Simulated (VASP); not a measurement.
Input of a VASP 6.6.1 run:

Contents of INCAR:

```
PREC = Accurate ; ENCUT = 520
EDIFF = 1E-6 ; ISMEAR = 0
SIGMA = 0.05 ; LREAL = F
LASPH = T ; NELM = 100
ALGO = Normal ; ISIF = 2
LWAVE = F ; LCHARG = F
GGA = PE ; NBANDS = 11
```

File KPOINTS:

```
Automatic mesh
0
Gamma
  10 10 10
```

POSCAR

```
Si
1.0
    0.0000000000      2.8360882736      2.5428367461
    2.8360882736      0.0000000000      2.5428367461
    2.8360882736      2.8360882736      0.0000000000
Si
2
Direct
    0.5000000000      0.5000000000      0.5000000000
    0.7500000000      0.7500000000      0.7500000000
```

Potentials or basis: VASP PAW PBE potentials, release 64 (Si).

Run with:

```console
$ cat potpaw_PBE.64/Si/POTCAR > POTCAR
$ mpirun -np 1 vasp_std > vasp.out
```

Question: What does it give for the band gap on the k mesh?

Answer: Zero (band 4 reaches 6.08 eV, above the bottom of band 5 at 5.60 eV).

Question: What does it give for the pressure?

Answer: -0.4 GPa.

Stress tensor (GPa, compression positive):
```
-3.25  0.00  0.00
 0.00 -3.25  0.00
 0.00  0.00  5.22
```
